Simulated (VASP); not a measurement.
# CsSnI3 (Pm-3m) in VASP: relaxation of cell and atoms with PBE

Aim: the relaxation of cell and atoms of CsSnI3 with PBE.

Program: VASP 6.6.1. These are calculated values, not measurements. Logs are shortened: lines on timing, memory, paths and dates and some standing lists are left out, and cuts for length are marked.

### Step 1. The cell of the first run

The structure is cubic, space group Pm-3m (No. 221). The conventional cell has a = 6.206 Å, b = 6.206 Å, c = 6.206 Å, α = 90.00°, β = 90.00°, γ = 90.00°. Cs (site symmetry m-3m) has 12 I at 4.39 Å and 8 Sn at 5.37 Å within 5.8 Å. Within 4.1 Å of Sn (site symmetry m-3m) lie 6 I at 3.10 Å. Within 4.1 Å of I (site symmetry 4/mmm) lie 2 Sn at 3.10 Å.

### Step 2. Relaxation of cell and atoms, PBE

Input file INCAR:

```
SYSTEM = CsSnI3
PREC = Accurate
ENCUT = 600
EDIFF = 1E-6
ISMEAR = 0
SIGMA = 0.02
LREAL = .False.
LASPH = .True.
NELM = 60
ALGO = Normal
ISIF = 3
LWAVE = .False.
LCHARG = .False.
GGA = PE
IBRION = 2
NSW = 100
EDIFFG = -0.01
```

Input file KPOINTS:

```
regular mesh
0
Gamma
  6 6 6
  0 0 0
```

Input file POSCAR:

```
CsSnI3
1.0
    6.2057000000      0.0000000000      0.0000000000
    0.0000000000      6.2057000000      0.0000000000
    0.0000000000      0.0000000000      6.2057000000
Cs Sn I
1 1 3
Direct
    0.0000000000      0.0000000000      0.0000000000
    0.5000000000      0.5000000000      0.5000000000
    0.0000000000      0.5000000000      0.5000000000
    0.5000000000      0.0000000000      0.5000000000
    0.5000000000      0.5000000000      0.0000000000
```

Potentials or basis: VASP PAW PBE potentials, release 64 (Cs_sv, Sn_d, I).

Run with:

```sh
> cat potpaw_PBE.64/Cs_sv/POTCAR potpaw_PBE.64/Sn_d/POTCAR potpaw_PBE.64/I/POTCAR > POTCAR
> mpirun -np 1 vasp_std > vasp.out
```

OUTCAR:

```text
SYSTEM = CsSnI3
   PREC = Accurate
   ENCUT = 600
   EDIFF = 1E-6
   ISMEAR = 0
   LREAL = .False.
   LASPH = .True.
   NELM = 60
   ISIF = 3
   GGA = PE
   IBRION = 2
   NSW = 100
   EDIFFG = -0.01

 ion  position               nearest neighbor table
   1  0.000  0.000  0.000-
   2  0.500  0.500  0.500-   3 3.10   4 3.10   5 3.10   5 3.10   4 3.10   3 3.10
   3  0.000  0.500  0.500-   2 3.10   2 3.10
   4  0.500  0.000  0.500-   2 3.10   2 3.10
   5  0.500  0.500  0.000-   2 3.10   2 3.10

  LATTYP: Found a simple cubic cell.
 ALAT       =     6.2057000000

  Lattice vectors:

 A1 = (   6.2057000000,   0.0000000000,   0.0000000000)
 A2 = (   0.0000000000,   6.2057000000,   0.0000000000)
 A3 = (   0.0000000000,   0.0000000000,   6.2057000000)

Analysis of symmetry for initial positions (statically):
=====================================================================
 Subroutine PRICEL returns:
 Original cell was already a primitive cell.

 Routine SETGRP: Setting up the symmetry group for a
 simple cubic supercell.

 Subroutine GETGRP returns: Found 48 space group operations
 (whereof 48 operations were pure point group operations)
 out of a pool of 48 trial point group operations.

The static configuration has the point symmetry O_h .

Analysis of symmetry for dynamics (positions and initial velocities):
=====================================================================
 Subroutine PRICEL returns:
 Original cell was already a primitive cell.

 Routine SETGRP: Setting up the symmetry group for a
 simple cubic supercell.

 Subroutine GETGRP returns: Found 48 space group operations
 (whereof 48 operations were pure point group operations)
 out of a pool of 48 trial point group operations.

The dynamic configuration has the point symmetry O_h .

 Subroutine INISYM returns: Found 48 space group operations
 (whereof 48 operations are pure point group operations),
 and found     1 'primitive' translations

----------------------------------------------------------------------------------------

                                     Primitive cell

  volume of cell :     238.9859

  direct lattice vectors                    reciprocal lattice vectors
     6.205700000  0.000000000  0.000000000     0.161142176  0.000000000  0.000000000
     0.000000000  6.205700000  0.000000000     0.000000000  0.161142176  0.000000000
     0.000000000  0.000000000  6.205700000     0.000000000  0.000000000  0.161142176

  length of vectors
     6.205700000  6.205700000  6.205700000     0.161142176  0.161142176  0.161142176

  position of ions in fractional coordinates (direct lattice)
     0.000000000  0.000000000  0.000000000
     0.500000000  0.500000000  0.500000000
     0.000000000  0.500000000  0.500000000
     0.500000000  0.000000000  0.500000000
     0.500000000  0.500000000  0.000000000

  ion indices of the primitive-cell ions
   primitive index   ion index
                 1           1
                 2           2
                 3           3
                 4           4
                 5           5

----------------------------------------------------------------------------------------

 KPOINTS: regular mesh

Automatic generation of k-mesh.
 Grid dimensions read from file:
 generate k-points for:    6    6    6

 Generating k-lattice:

  Cartesian coordinates                     Fractional coordinates (reciprocal lattice)
     0.026857029  0.000000000  0.000000000     0.166666667  0.000000000  0.000000000
     0.000000000  0.026857029  0.000000000     0.000000000  0.166666667  0.000000000
     0.000000000  0.000000000  0.026857029     0.000000000  0.000000000  0.166666667

  Length of vectors
     0.026857029  0.026857029  0.026857029

  Shift w.r.t. Gamma in fractional coordinates (k-lattice)
     0.000000000  0.000000000  0.000000000

 Subroutine IBZKPT returns following result:
 ===========================================

 Found     20 irreducible k-points:

 Following reciprocal coordinates:
            Coordinates               Weight
  0.000000  0.000000  0.000000      1.000000
  0.166667  0.000000  0.000000      6.000000
  0.333333  0.000000  0.000000      6.000000
  0.500000  0.000000  0.000000      3.000000
  0.166667  0.166667  0.000000     12.000000
  0.333333  0.166667  0.000000     24.000000
[... 12 lines left out ...]
  0.500000  0.500000  0.333333      6.000000
  0.500000  0.500000  0.500000      1.000000
   k-points           NKPTS =     20   k-points in BZ     NKDIM =     20   number of bands    NBANDS=     26
   number of dos      NEDOS =    301   number of ions     NIONS =      5
   total plane-waves  NPLWV = 125000
   dimension x,y,z NGX =    50 NGY =   50 NGZ =   50
   dimension x,y,z NGXF=   100 NGYF=  100 NGZF=  100
   ions per type =               1   1   3
   NGX,Y,Z   is equivalent  to a cutoff of  13.39, 13.39, 13.39 a.u.
   NGXF,Y,Z  is equivalent  to a cutoff of  26.79, 26.79, 26.79 a.u.
 SYSTEM =  CsSnI3
   PREC   = accura    normal or accurate (medium, high low for compatibility)
   ISTART =      0    job   : 0-new  1-cont  2-samecut
   ICHARG =      2    charge: 1-file 2-atom 10-const
   ISPIN  =      1    spin polarized calculation?
   LNONCOLLINEAR =      F non collinear calculations
   LSORBIT =      F    spin-orbit coupling
   LASPH  =      T    aspherical Exc in radial PAW
   ENCUT  =  600.0 eV  44.10 Ry    6.64 a.u.  12.39 12.39 12.39*2*pi/ulx,y,z
   NELM   =     60;   NELMIN=  2; NELMDL= -5     # of ELM steps
   EDIFF  = 0.1E-05   stopping-criterion for ELM
   LREAL  =      F    real-space projection
   EDIFFG = -.1E-01   stopping-criterion for IOM
   NSW    =    100    number of steps for IOM
   IBRION =      2    ionic relax: 0-MD 1-quasi-New 2-CG
   NFREE  =      1    steps in history (QN), initial steepest desc. (CG)
   ISIF   =      3    stress and relaxation
   ISYM   =      2    0-nonsym 1-usesym 2-fastsym
   POTIM  = 0.5000    time-step for ionic-motion
   TEBEG  =    0.0;   TEEND  =   0.0 temperature during run
   PSTRESS=    0.0 pullay stress
   NELECT =      44.0000    total number of electrons
   NUPDOWN=      -1.0000    fix difference up-down
   EMIN   =  10.00;   EMAX   =-10.00  energy-range for DOS
   EFERMI =   0.00;   METHOD = LEGACY
   ISMEAR =     0;   SIGMA  =   0.02  broadening in eV -4-tet -1-fermi 0-gaus
   EFERMI_NEDOS =   21; number of points for ismear=-14 and -15
   IALGO  =     38    algorithm
   IMIX   =      4    mixing-type and parameters
     AMIX     =   0.40;   BMIX     =  1.00
     AMIX_MAG =   1.60;   BMIX_MAG =  1.00
  volume/ion in A,a.u.               =      47.80       322.55
  Fermi-wavevector in a.u.,A,eV,Ry     =   0.931326  1.759950 11.801253  0.867368
  Thomas-Fermi vector in A             =   2.057807
   LORBIT       =      0    0 simple, 1 ext, 2 COOP (PROOUT), +10 PAW based schemes
   GGA     = PE    functional components
   LHFCALC =     F    Hartree Fock is set to
   AEXX    =    0.0000 exact exchange contribution
   IVDW    =     0    specifies the selected vdW correction
   LEPSILON=     F    determine dielectric tensor
   LRPA    =     F    only Hartree local field effects (RPA)
 conjugate gradient relaxation of ions
 non-spin polarized calculation
 Gauss-broadening in eV      SIGMA  =   0.02
  energy-cutoff  :      600.00
  volume of cell :      238.99
 maximum number of plane-waves:      8025
 NGX is ok and might be reduce to    50
   NGX = 25   NGY = 25   NGZ = 25

--------------------------------------- Ionic step        1  -------------------------------------------

 number of electron      43.9999989 magnetization

 Free energy of the ion-electron system (eV)
  ---------------------------------------------------
  ext. energy  EPLUGINS =         0.00000000
  ---------------------------------------------------
  free energy    TOTEN  =       -14.01128344 eV

  energy without entropy =      -14.01128344  energy(sigma->0) =      -14.01128344

------------------------ aborting loop because EDIFF is reached ----------------------------------------

  FORCE on cell =-STRESS in cart. coord.  units (eV):
  Direction    XX          YY          ZZ          XY          YZ          ZX
  --------------------------------------------------------------------------------------
  -------------------------------------------------------------------------------------
  Total        0.9730065      0.9730065      0.9730065     -0.0000000     -0.0000000      0.0000000
  in kB        6.5230991      6.5230991      6.5230991     -0.0000000     -0.0000000      0.0000000
  external PRESSURE =       6.5230991 kB  Pullay stress =       0.0000000 kB

 VOLUME and BASIS-vectors are now :
 -----------------------------------------------------------------------------
  energy-cutoff  :      600.00
  volume of cell :      238.99
      direct lattice vectors                 reciprocal lattice vectors
     6.205700000  0.000000000  0.000000000     0.161142176  0.000000000  0.000000000
     0.000000000  6.205700000  0.000000000     0.000000000  0.161142176  0.000000000
     0.000000000  0.000000000  6.205700000     0.000000000  0.000000000  0.161142176

 POSITION                                       TOTAL-FORCE (eV/Angst)
 -----------------------------------------------------------------------------------
      0.00000      0.00000      0.00000         0.000000      0.000000      0.000000
      3.10285      3.10285      3.10285         0.000000      0.000000      0.000000
      0.00000      3.10285      3.10285         0.000000      0.000000      0.000000
      3.10285      0.00000      3.10285         0.000000      0.000000      0.000000
      3.10285      3.10285      0.00000         0.000000      0.000000      0.000000
 -----------------------------------------------------------------------------------
    total drift:                                0.000000     -0.000000      0.000000

  FREE ENERGIE OF THE ION-ELECTRON SYSTEM (eV)
  ---------------------------------------------------
  free  energy   TOTEN  =       -14.0112834393 eV
[... 26 lines left out ...]
 POSITION                                       TOTAL-FORCE (eV/Angst)
 -----------------------------------------------------------------------------------
      0.00000      0.00000      0.00000        -0.000000      0.000000      0.000000
      3.13198      3.13198      3.13198         0.000000     -0.000000      0.000000
     -0.00000      3.13198      3.13198         0.000000      0.000000      0.000000
      3.13198     -0.00000      3.13198        -0.000000      0.000000      0.000000
      3.13198      3.13198      0.00000        -0.000000     -0.000000      0.000000
 -----------------------------------------------------------------------------------
    total drift:                                0.000000     -0.000000      0.000000

  FREE ENERGIE OF THE ION-ELECTRON SYSTEM (eV)
  ---------------------------------------------------
  free  energy   TOTEN  =       -14.0283691196 eV

  energy  without entropy=      -14.0283691196  energy(sigma->0) =      -14.02836912

--------------------------------------- Ionic step        3  -------------------------------------------

 number of electron      44.0000013 magnetization

 Free energy of the ion-electron system (eV)
  ---------------------------------------------------
  ext. energy  EPLUGINS =         0.00000000
  ---------------------------------------------------
  free energy    TOTEN  =       -14.02969115 eV

  energy without entropy =      -14.02969115  energy(sigma->0) =      -14.02969115

 E-fermi :   2.5688     XC(G=0):  -7.3654

 val. band max:        2.4272980463   @ k =   0.5000   0.5000   0.5000
 cond. band min:       2.9045089104   @ k =   0.5000   0.5000   0.5000
 fundamental gap:      0.4772108641
 Fermi energy:         2.5688297803

 k-point     1 :       0.0000    0.0000    0.0000
  band No.  band energies     occupation
      1     -19.7429      2.00000
      2     -19.5728      2.00000
      3     -19.5728      2.00000
      4     -19.5575      2.00000
      5     -19.5575      2.00000
      6     -19.5575      2.00000
[... 18 lines left out ...]
     25       5.7688      0.00000
     26       6.1082      0.00000

 k-point     2 :       0.1667    0.0000    0.0000
  band No.  band energies     occupation
      1     -19.7429      2.00000
      2     -19.5728      2.00000
      3     -19.5725      2.00000
      4     -19.5575      2.00000
      5     -19.5575      2.00000
      6     -19.5575      2.00000
[... 553 lines left out ...]
 VOLUME and BASIS-vectors are now :
 -----------------------------------------------------------------------------
  energy-cutoff  :      600.00
  volume of cell :      248.48
      direct lattice vectors                 reciprocal lattice vectors
     6.286798723 -0.000000000  0.000000000     0.159063467  0.000000000  0.000000000
    -0.000000000  6.286798723  0.000000000     0.000000000  0.159063467  0.000000000
    -0.000000000 -0.000000000  6.286798723    -0.000000000 -0.000000000  0.159063467

 POSITION                                       TOTAL-FORCE (eV/Angst)
 -----------------------------------------------------------------------------------
      0.00000      0.00000      0.00000        -0.000000      0.000000      0.000000
      3.14340      3.14340      3.14340         0.000000     -0.000000      0.000000
     -0.00000      3.14340      3.14340        -0.000000      0.000000      0.000000
      3.14340     -0.00000      3.14340        -0.000000      0.000000      0.000000
      3.14340      3.14340      0.00000        -0.000000     -0.000000      0.000000
 -----------------------------------------------------------------------------------
    total drift:                                0.000000     -0.000000      0.000000

  FREE ENERGIE OF THE ION-ELECTRON SYSTEM (eV)
  ---------------------------------------------------
  free  energy   TOTEN  =       -14.0296911517 eV

  energy  without entropy=      -14.0296911517  energy(sigma->0) =      -14.02969115

 reached required accuracy - stopping structural energy minimisation
```

It took 2.6 min on 1 thread of Intel Xeon 6975P-C (Granite Rapids), shared host; peak memory 0.47 GiB.

What came out:

```yaml
Free_energy: -14.0297 eV
Relaxed_volume: 49.70 Å³/atom
Relaxed_cell: a = 6.287 Å, b = 6.287 Å, c = 6.287 Å, α = 90.00°, β = 90.00°, γ = 90.00°
Space_group_after_relaxing_to_0.1_Å: Pm-3m (No. 221)
Energy_gained_by_relaxing: 3.7 meV/atom
Ionic_steps: 3
Pressure_after_relaxing: 0.0 GPa
Band_gap_on_the_k_mesh: 0.48 eV
```

Step by step:
```
step  energy change (eV)  largest force (eV/Å)  pressure (GPa)  volume (Å³)
   1              0.0000                0.0000            0.65       238.99
   2             -0.0171                0.0000            0.17       245.78
   3             -0.0184                0.0000           -0.01       248.48
```

Final structure:
```
Cs Sn I
1.0
     6.28680    0.00000    0.00000
     0.00000    6.28680    0.00000
     0.00000    0.00000    6.28680
Cs Sn I
1 1 3
Cartesian
  0.0000 0.0000 0.0000
  3.1434 3.1434 3.1434
  0.0000 3.1434 3.1434
  3.1434 0.0000 3.1434
  3.1434 3.1434 0.0000
```

Caveat: spin-orbit coupling is left out, which moves the levels of the heavy elements.
